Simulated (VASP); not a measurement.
# SiC (P6_3mc) in VASP: further runs

The runs below take SiC through single point, relaxation of cell and atoms, with PBE.

All numbers are computed with VASP 6.6.1; they aren't measurements. Logs are shortened: lines on timing, memory, paths and dates and some standing lists are left out, and cuts for length are marked.

**1. The cell of the first run**

It takes space group P6_3mc (No. 186, hexagonal). Conventional cell: a = 3.011 Å, b = 3.011 Å, c = 4.938 Å, α = 90.00°, β = 90.00°, γ = 120.00°. Within 2.4 Å of Si (site symmetry 3m) lie 4 C at 1.84 to 1.86 Å. Within 2.4 Å of C (site symmetry 3m) lie 4 Si at 1.84 to 1.86 Å.

**2. Single point, PBE**

INCAR reads:

```
SYSTEM = SiC
  PREC = Accurate
  ENCUT = 520
  EDIFF = 1E-6
  ISMEAR = -1
  SIGMA = 0.0202
  LREAL = .False.
  LASPH = .True.
  NELM = 60
  ALGO = Normal
  ISIF = 2
  LWAVE = .False.
  LCHARG = .False.
  GGA = PE
  NBANDS = 16
```

KPOINTS reads:

```
regular mesh
0
Gamma
  9 9 5
  0 0 0
```

POSCAR reads:

```
SiC
1.0
    1.5055914256      2.6077608445      0.0000000000
   -1.5055914256      2.6077608445      0.0000000000
    0.0000000000      0.0000000000      4.9380659834
Si C
2 2
Direct
    0.6666666667      0.6666666667     -0.0004006029
    0.3333333333      0.3333333333      0.4995993971
    0.6666666667      0.6666666667      0.3754006029
    0.3333333333      0.3333333333      0.8754006029
```

Potentials or basis: VASP PAW PBE potentials, release 64 (Si, C).

Launch:

```bash
cat potpaw_PBE.64/Si/POTCAR potpaw_PBE.64/C/POTCAR > POTCAR
mpirun -np 1 vasp_std > vasp.out
```

OUTCAR:

```text
SYSTEM = SiC
   PREC = Accurate
   ENCUT = 520
   EDIFF = 1E-6
   ISMEAR = -1
   LREAL = .False.
   LASPH = .True.
   NELM = 60
   ISIF = 2
   GGA = PE

 ion  position               nearest neighbor table
   1  0.667  0.667  1.000-   4 1.84   4 1.84   4 1.84   3 1.86   2 3.02   2 3.02   2 3.02   2 3.02
                             2 3.02   2 3.02
   2  0.333  0.333  0.500-   3 1.84   3 1.84   3 1.84   4 1.86   1 3.02   1 3.02   1 3.02   1 3.02
                             1 3.02   1 3.02
   3  0.667  0.667  0.375-   2 1.84   2 1.84   2 1.84   1 1.86
   4  0.333  0.333  0.875-   1 1.84   1 1.84   1 1.84   2 1.86

  LATTYP: Found a hexagonal cell.
 ALAT       =     3.0111828511
 C/A-ratio  =     1.6399090416

  Lattice vectors:

 A1 = (   1.5055914256,  -2.6077608445,   0.0000000000)
 A2 = (   1.5055914256,   2.6077608445,   0.0000000000)
 A3 = (   0.0000000000,   0.0000000000,   4.9380659834)

Analysis of symmetry for initial positions (statically):
=====================================================================
 Subroutine PRICEL returns:
 Original cell was already a primitive cell.

 Routine SETGRP: Setting up the symmetry group for a
 hexagonal supercell.

 Subroutine GETGRP returns: Found 12 space group operations
 (whereof  6 operations were pure point group operations)
 out of a pool of 24 trial point group operations.

The static configuration has the point symmetry C_3v.
 The point group associated with its full space group is C_6v.

Analysis of symmetry for dynamics (positions and initial velocities):
=====================================================================
 Subroutine PRICEL returns:
 Original cell was already a primitive cell.

 Routine SETGRP: Setting up the symmetry group for a
 hexagonal supercell.

 Subroutine GETGRP returns: Found 12 space group operations
 (whereof  6 operations were pure point group operations)
 out of a pool of 24 trial point group operations.

The dynamic configuration has the point symmetry C_3v.
 The point group associated with its full space group is C_6v.

 Subroutine INISYM returns: Found 12 space group operations
 (whereof  6 operations are pure point group operations),
 and found     1 'primitive' translations

[... 87 lines left out ...]
   NGXF,Y,Z  is equivalent  to a cutoff of  26.50, 26.50, 26.93 a.u.
 SYSTEM =  SiC
   PREC   = accura    normal or accurate (medium, high low for compatibility)
   ISTART =      0    job   : 0-new  1-cont  2-samecut
   ICHARG =      2    charge: 1-file 2-atom 10-const
   ISPIN  =      1    spin polarized calculation?
   LNONCOLLINEAR =      F non collinear calculations
   LSORBIT =      F    spin-orbit coupling
   LASPH  =      T    aspherical Exc in radial PAW
   ENCUT  =  520.0 eV  38.22 Ry    6.18 a.u.   5.60  5.60  9.18*2*pi/ulx,y,z
   NELM   =     60;   NELMIN=  2; NELMDL= -5     # of ELM steps
   EDIFF  = 0.1E-05   stopping-criterion for ELM
   LREAL  =      F    real-space projection
   EDIFFG = 0.1E-04   stopping-criterion for IOM
   NSW    =      0    number of steps for IOM
   IBRION =     -1    ionic relax: 0-MD 1-quasi-New 2-CG
   NFREE  =      0    steps in history (QN), initial steepest desc. (CG)
   ISIF   =      2    stress and relaxation
   ISYM   =      2    0-nonsym 1-usesym 2-fastsym
   POTIM  = 0.5000    time-step for ionic-motion
   TEBEG  =    0.0;   TEEND  =   0.0 temperature during run
   PSTRESS=    0.0 pullay stress
   NELECT =      16.0000    total number of electrons
   NUPDOWN=      -1.0000    fix difference up-down
   EMIN   =  10.00;   EMAX   =-10.00  energy-range for DOS
   EFERMI =   0.00;   METHOD = LEGACY
   ISMEAR =    -1;   SIGMA  =   0.02  broadening in eV -4-tet -1-fermi 0-gaus
   EFERMI_NEDOS =   21; number of points for ismear=-14 and -15
   IALGO  =     38    algorithm
   IMIX   =      4    mixing-type and parameters
     AMIX     =   0.40;   BMIX     =  1.00
     AMIX_MAG =   1.60;   BMIX_MAG =  1.00
  volume/ion in A,a.u.               =       9.69        65.42
  Fermi-wavevector in a.u.,A,eV,Ry     =   1.218786  2.303172 20.210639  1.485440
  Thomas-Fermi vector in A             =   2.354061
   LORBIT       =      0    0 simple, 1 ext, 2 COOP (PROOUT), +10 PAW based schemes
   GGA     = PE    functional components
   LHFCALC =     F    Hartree Fock is set to
   AEXX    =    0.0000 exact exchange contribution
   IVDW    =     0    specifies the selected vdW correction
   LEPSILON=     F    determine dielectric tensor
   LRPA    =     F    only Hartree local field effects (RPA)
 non-spin polarized calculation
  energy-cutoff  :      520.00
  volume of cell :       38.78
 maximum number of plane-waves:      1087
   NGX = 11   NGY = 11   NGZ = 19

 number of electron      15.9999999 magnetization

 Free energy of the ion-electron system (eV)
  ---------------------------------------------------
  ext. energy  EPLUGINS =         0.00000000
  ---------------------------------------------------
  free energy    TOTEN  =       -29.92102888 eV

  energy without entropy =      -29.92102888  energy(sigma->0) =      -29.92102888

 E-fermi :   9.4684     XC(G=0): -11.6344

 val. band max:        9.0093766193   @ k =   0.0000   0.0000   0.0000
 cond. band min:      11.1672447383   @ k =  -0.3333   0.3333   0.0000
 fundamental gap:      2.1578681190
 Fermi energy:         9.4683802550

 k-point     1 :       0.0000    0.0000    0.0000
  band No.  band energies     occupation
      1      -7.0848      2.00000
      2      -3.2643      2.00000
      3      -0.0663      2.00000
      4       7.6597      2.00000
      5       7.6597      2.00000
      6       8.8990      2.00000
[... 433 lines left out ...]
      3       1.9688      2.00000
      4       1.9688      2.00000
      5       2.0780      2.00000
      6       4.4762      2.00000
[... 8 lines left out ...]
     15      21.5233      0.00000
     16      22.2254      0.00000

 [... further k-points ...]
[... 5 lines left out ...]
  --------------------------------------------------------------------------------------
  -------------------------------------------------------------------------------------
  Total        4.8154802      4.8154802      4.8202750      0.0000000      0.0000000      0.0000000
  in kB      198.9703710    198.9703709    199.1684846      0.0000000      0.0000000      0.0000000
  external PRESSURE =     199.0364088 kB  Pullay stress =       0.0000000 kB

 VOLUME and BASIS-vectors are now :
 -----------------------------------------------------------------------------
  energy-cutoff  :      520.00
  volume of cell :       38.78
      direct lattice vectors                 reciprocal lattice vectors
     1.505591426  2.607760845  0.000000000     0.332095409  0.191735374  0.000000000
    -1.505591426  2.607760845  0.000000000    -0.332095409  0.191735374  0.000000000
     0.000000000  0.000000000  4.938065983     0.000000000  0.000000000  0.202508432

 POSITION                                       TOTAL-FORCE (eV/Angst)
 -----------------------------------------------------------------------------------
      0.00000      3.47701      4.93609         0.000000      0.000000      0.000113
      0.00000      1.73851      2.46705         0.000000      0.000000      0.000113
      0.00000      3.47701      1.85375        -0.000000      0.000000     -0.000113
      0.00000      1.73851      4.32279        -0.000000     -0.000000     -0.000113
 -----------------------------------------------------------------------------------
    total drift:                               -0.000000     -0.000000     -0.000191

  FREE ENERGIE OF THE ION-ELECTRON SYSTEM (eV)
  ---------------------------------------------------
  free  energy   TOTEN  =       -29.9210288778 eV

  energy  without entropy=      -29.9210288778  energy(sigma->0) =      -29.92102888
```

Wall time 7.8 s (1 thread of Intel Xeon 6975P-C (Granite Rapids), shared host); peak memory 0.15 GiB.

Results:

* Free energy: -29.9210 eV
* Pressure: 19.9 GPa
* Band gap on the k mesh: 2.16 eV, indirect (least direct gap 4.13 eV)

A k mesh can miss the band edges. Expect the measured gap to be larger: semilocal functionals such as PBE lack the derivative discontinuity.

**3. Relaxation of cell and atoms, PBE, target pressure 20 GPa, at which the enthalpy is minimised**

This run uses another cell than the first one, of 10.50 Å³/atom, 1.083 times its volume.

INCAR reads:

```
  PREC = Accurate
  ENCUT = 600
  EDIFF = 1E-6
  ISMEAR = -1
  SIGMA = 0.0202
  LREAL = False
  LASPH = True
  NELM = 100
  ALGO = Normal
  ISIF = 3
  LWAVE = False
  LCHARG = False
  GGA = PE
  IBRION = 2
  NSW = 80
  EDIFFG = -0.03
  PSTRESS = 200.0
```

KPOINTS reads:

```
regular mesh
0
Gamma
  9 9 5
```

POSCAR reads:

```
SiC
1.0
    1.5456460000      2.6771340000      0.0000000000
   -1.5456460000      2.6771340000      0.0000000000
    0.0000000000      0.0000000000      5.0730960000
Si C
2 2
Direct
    0.6666700000      0.6666600000      0.0000000000
    0.3333400000      0.3333300000      0.5000000000
    0.6666700000      0.6666600000      0.3750000000
    0.3333400000      0.3333300000      0.8750000000
```

Potentials or basis: VASP PAW PBE potentials, release 64 (Si, C).

Launch:

```bash
cat potpaw_PBE.64/Si/POTCAR potpaw_PBE.64/C/POTCAR > POTCAR
mpirun -np 1 vasp_std > vasp.out
```

Wall time 71 s (1 thread of Intel Xeon 6975P-C (Granite Rapids), shared host); peak memory 0.2 GiB.

Results (log left out):

| Item | Value |
| --- | --- |
| Free energy | -29.9244 eV |
| Relaxed volume | 9.69 Å³/atom |
| Relaxed cell | a = 3.010 Å, b = 3.010 Å, c = 4.938 Å, α = 90.00°, β = 90.00°, γ = 60.00° |
| Space group after relaxing (to 0.05 Å) | P6_3mc (No. 186) |
| Energy change on relaxing (the enthalpy is what falls) | +47.0 meV/atom |
| Ionic steps | 7 |
| Pressure after relaxing | 19.9 GPa |
| Largest force after relaxing | 0.014 eV/Å |
| Band gap on the k mesh | 2.15 eV, indirect (least direct gap 4.13 eV) |

Forces on the atoms (eV/Å):
```
Si   0.000  0.000 -0.014
Si   0.000  0.000 -0.014
C    0.000  0.000  0.014
C    0.000  0.000  0.014
```

Stress tensor (GPa, compression positive):
```
19.97  0.00  0.00
 0.00 19.97  0.00
 0.00  0.00 19.87
```

Step by step:
| step | energy change (eV) | largest force (eV/Å) | pressure (GPa) | volume (Å³) |
| --- | --- | --- | --- | --- |
| 1 | 0.0000 | 0.0750 | -0.05 | 41.98 |
| 2 | 1.2151 | 0.1447 | 61.01 | 34.50 |
| 3 | 0.1772 | 0.0104 | 19.30 | 38.83 |
| 4 | 0.1875 | 0.0082 | 19.91 | 38.75 |
| 5 | 0.1955 | 0.0065 | 20.38 | 38.68 |
| 6 | 0.1811 | 0.0205 | 19.53 | 38.80 |
| 7 | 0.1878 | 0.0138 | 19.94 | 38.74 |

Final structure:
```
CELL_PARAMETERS angstrom
1.50497 2.60668 0.00000
-1.50497 2.60668 0.00000
0.00000 0.00000 4.93817
ATOMIC_POSITIONS crystal
Si 0.66667 0.66666 0.99970
Si 0.33334 0.33333 0.49970
C 0.66667 0.66666 0.37530
C 0.33334 0.33333 0.87530
```

Levels at points of the mesh, in eV from the valence-band top:
```csv
k point,band 4,band 5,band 6,band 7,band 8,band 9,band 10,band 11,band 12
"(0.00, 0.00, 0.00)",-1.35,-1.35,-0.12,0.00,0.00,5.36,6.90,7.06,7.06
```

Caveat: the cell is relaxed towards a set pressure, so the enthalpy falls and the energy may rise.

**4. Single point, PBE**

This run uses another cell than the first one, of 10.50 Å³/atom, 1.083 times its volume.

INCAR reads:

```
ALGO = Normal
EDIFF = 1E-6
ENCUT = 520
GGA = PE
ISIF = 2
ISMEAR = -1
LASPH = True
LCHARG = False
LREAL = False
LWAVE = False
NBANDS = 16
NELM = 60
PREC = Accurate
SIGMA = 0.0202
```

KPOINTS reads:

```
k-points
0
Gamma
  9 9 5
```

POSCAR is that of step 3.

Potentials or basis: VASP PAW PBE potentials, release 64 (Si, C).

Launch:

```bash
cat potpaw_PBE.64/Si/POTCAR potpaw_PBE.64/C/POTCAR > POTCAR
mpirun -np 1 vasp_std > vasp.out
```

OUTCAR:

```text
EDIFF = 1E-6
   ENCUT = 520
   GGA = PE
   ISIF = 2
   ISMEAR = -1
   LASPH = True
   LREAL = False
   NELM = 60
   PREC = Accurate

 ion  position               nearest neighbor table
   1  0.667  0.667  0.000-   4 1.89   4 1.89   4 1.89   3 1.90   2 3.10   2 3.10   2 3.10   2 3.10
                             2 3.10   2 3.10
   2  0.333  0.333  0.500-   3 1.89   3 1.89   3 1.89   4 1.90   1 3.10   1 3.10   1 3.10   1 3.10
                             1 3.10   1 3.10
   3  0.667  0.667  0.375-   2 1.89   2 1.89   2 1.89   1 1.90
   4  0.333  0.333  0.875-   1 1.89   1 1.89   1 1.89   2 1.90

  LATTYP: Found a hexagonal cell.
 ALAT       =     3.0912890533
 C/A-ratio  =     1.6410940266

  Lattice vectors:

 A1 = (   1.5456460000,  -2.6771340000,   0.0000000000)
 A2 = (   1.5456460000,   2.6771340000,   0.0000000000)
 A3 = (   0.0000000000,   0.0000000000,   5.0730960000)

Analysis of symmetry for initial positions (statically):
=====================================================================
 Subroutine PRICEL returns:
[... 172 lines left out ...]
  free energy    TOTEN  =       -30.10946282 eV

  energy without entropy =      -30.10946282  energy(sigma->0) =      -30.10946282

 E-fermi :   8.5427     XC(G=0): -11.2855

 val. band max:        8.1029149037   @ k =   0.0000   0.0000   0.0000
 cond. band min:      10.3750987227   @ k =  -0.3333   0.3333   0.0000
 fundamental gap:      2.2721838189
 Fermi energy:         8.5427302817

 k-point     1 :       0.0000    0.0000    0.0000
  band No.  band energies     occupation
      1      -7.3587      2.00000
      2      -3.8408      2.00000
      3      -0.5354      2.00000
      4       6.7896      2.00000
      5       6.7897      2.00000
      6       7.9572      2.00000
[... 433 lines left out ...]
      3       0.9427      2.00000
      4       1.9962      2.00000
      5       2.7014      2.00000
      6       3.2280      2.00000
[... 8 lines left out ...]
     15      19.1999      0.00000
     16      19.6225      0.00000

 [... further k-points ...]
[... 5 lines left out ...]
  --------------------------------------------------------------------------------------
  -------------------------------------------------------------------------------------
  Total       -0.0173363     -0.0166183      0.1028969      0.0000000      0.0000000      0.0000000
  in kB       -0.6615834     -0.6341804      3.9267174      0.0000000      0.0000000      0.0000000
  external PRESSURE =       0.8769845 kB  Pullay stress =       0.0000000 kB

 VOLUME and BASIS-vectors are now :
 -----------------------------------------------------------------------------
  energy-cutoff  :      520.00
  volume of cell :       41.98
      direct lattice vectors                 reciprocal lattice vectors
     1.545646000  2.677134000  0.000000000     0.323489337  0.186766893  0.000000000
    -1.545646000  2.677134000  0.000000000    -0.323489337  0.186766893  0.000000000
     0.000000000  0.000000000  5.073096000     0.000000000  0.000000000  0.197118288

 POSITION                                       TOTAL-FORCE (eV/Angst)
 -----------------------------------------------------------------------------------
      0.00002      3.56950      0.00000         0.000000      0.000314     -0.074790
      0.00002      1.78476      2.53655         0.000000     -0.000314     -0.074790
      0.00002      3.56950      1.90241         0.000000      0.000306      0.074790
      0.00002      1.78476      4.43896         0.000000     -0.000306      0.074790
 -----------------------------------------------------------------------------------
    total drift:                               -0.000000      0.000000     -0.000163

  FREE ENERGIE OF THE ION-ELECTRON SYSTEM (eV)
  ---------------------------------------------------
  free  energy   TOTEN  =       -30.1094628189 eV

  energy  without entropy=      -30.1094628189  energy(sigma->0) =      -30.10946282
```

OSZICAR:

```text
N       E                     dE             d eps       ncg     rms          rms(c)
DAV:   1     0.258902425130E+02    0.25890E+02   -0.70826E+03  2400   0.891E+02
DAV:   2    -0.311603106057E+02   -0.57051E+02   -0.51707E+02  3368   0.157E+02
DAV:   3    -0.337331144462E+02   -0.25728E+01   -0.25629E+01  3208   0.310E+01
DAV:   4    -0.337526175440E+02   -0.19503E-01   -0.19500E-01  2944   0.329E+00
DAV:   5    -0.337528118704E+02   -0.19433E-03   -0.19432E-03  3152   0.312E-01    0.123E+01
DAV:   6    -0.301879407471E+02    0.35649E+01   -0.64349E+00  3048   0.155E+01    0.551E+00
DAV:   7    -0.301271407618E+02    0.60800E-01   -0.10878E+00  3464   0.606E+00    0.245E+00
DAV:   8    -0.301106945091E+02    0.16446E-01   -0.45921E-02  2776   0.138E+00    0.623E-01
DAV:   9    -0.301091119061E+02    0.15826E-02   -0.75607E-03  3128   0.588E-01    0.124E-01
DAV:  10    -0.301094332096E+02   -0.32130E-03   -0.10407E-03  2968   0.186E-01    0.576E-02
DAV:  11    -0.301094611762E+02   -0.27967E-04   -0.10020E-04  2752   0.708E-02    0.137E-02
DAV:  12    -0.301094622674E+02   -0.10912E-05   -0.68973E-06  3152   0.167E-02    0.409E-03
DAV:  13    -0.301094628189E+02   -0.55149E-06   -0.46287E-07  2128   0.461E-03
   1 F= -.30109463E+02 E0= -.30109463E+02  d E =-.160378E-11
```

It took 14 s on 1 thread of Intel Xeon 6975P-C (Granite Rapids), shared host; peak memory 0.18 GiB.

What came out:

```
Free energy            : -30.1095 eV
Pressure               : 0.1 GPa
Largest force          : 0.075 eV/Å
Band gap on the k mesh : 2.27 eV, indirect (least direct gap 3.97 eV)
```

Forces on the atoms (eV/Å):
```
Si   0.000  0.000 -0.075
Si   0.000  0.000 -0.075
C    0.000  0.000  0.075
C    0.000  0.000  0.075
```

Stress tensor (GPa, compression positive):
```
-0.07  0.00  0.00
 0.00 -0.06  0.00
 0.00  0.00  0.39
```

A k mesh can miss the band edges.

**5. The runs side by side**

| task | cell | cutoff (eV) | gap on the mesh (eV) | pressure (GPa) | largest force (eV/Å) |
| --- | --- | --- | --- | --- | --- |
| single point | a = 3.011, b = 3.011, c = 4.938 Å, angles 90.0, 90.0, 60.0°, 4 atoms | 520 | 2.16 | 19.9 | - |
| relaxation of cell and atoms | relaxed to 20 GPa from a = 3.091, b = 3.091, c = 5.073 Å, angles 90.0, 90.0, 60.0°, 4 atoms | 600 | 2.15 | 19.9 | 0.01 |
| single point | a = 3.091, b = 3.091, c = 5.073 Å, angles 90.0, 90.0, 60.0°, 4 atoms | 520 | 2.27 | 0.1 | 0.07 |

Alike in all rows: level PBE; potentials or basis VASP PAW PBE potentials, release 64 (Si, C); no spin polarisation; k mesh 9 × 9 × 5; smearing fermi-dirac 0.0202 eV.

Caveats: the cell is relaxed towards a set pressure, so the enthalpy falls and the energy may rise (some runs).

Absolute energies hang on the potentials; compare differences alone.
